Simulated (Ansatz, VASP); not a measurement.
# BiTe in VASP and in Ansatz

INCAR

```
SYSTEM = BiTe
AGGAC = 1.0
AGGAX = 1.0
ALDAC = 0.0
ALDAX = 1.0
ALGO = Normal
EDIFF = 1E-7
ENCUT = 520
GGA = B5
ISIF = 2
ISMEAR = -1
LASPH = .TRUE.
LCHARG = .TRUE.
LELF = .TRUE.
LREAL = .FALSE.
LVHAR = .TRUE.
LWAVE = .FALSE.
NBANDS = 18
NELM = 80
PREC = Accurate
SIGMA = 0.02
```

KPOINTS

```
k-points
0
G
  7 7 7
  0 0 0
```

Contents of POSCAR:

```
BiTe
1.0
    0.0000000000      3.2350000000      3.2350000000
    3.2350000000      0.0000000000      3.2350000000
    3.2350000000      3.2350000000      0.0000000000
Bi Te
1 1
Direct
    0.0000000000      0.0000000000      0.0000000000
    0.5000000000      0.5000000000      0.5000000000
```

Contents of input.yaml:

```yaml
crystal:
  lattice:
    - [0.0, 3.235, 3.235]
    - [3.235, 0.0, 3.235]
    - [3.235, 3.235, 0.0]
  atoms:
    - { symbol: Bi, position: [0.0, 0.0, 0.0] }
    - { symbol: Te, position: [0.5, 0.5, 0.5] }
kpoints:
  mp_grid: { grid: [7, 7, 7] }
scf:
  occupations: { method: fermi_dirac, width: 0.02 }
hamiltonian:
  xc: blyp
  pseudopotentials: { kind: all_electron, lapw: { basis_error: 0.001 } }
output:
  forces: true
  stress: true
  eigenvalues: true
```

Alike in both runs: task single point; functional BLYP; k mesh 7 × 7 × 7; occupations fermi-dirac, width 0.02 eV; no spin polarisation.

|  | VASP | Ansatz |
| --- | --- | --- |
| version | VASP 6.6.1 | Ansatz 0.2.0 |
| potentials or method | VASP PAW PBE potentials, release 64 (Bi_d, Te), cutoff 520 eV | all-electron LAPW, scalar-relativistic |

```csv
,VASP,Ansatz,Ansatz less VASP
gap on the k mesh at the Fermi level (eV),none,none,-
pressure (GPa),4.6,4.5,-0.13
```

VASP's potentials were made for PBE, not for BLYP. A gap of «none» marks a metal or a gap that the smearing closes. Ansatz ran all-electron here, and VASP with PAW potentials.

Neither program's run includes spin-orbit coupling.
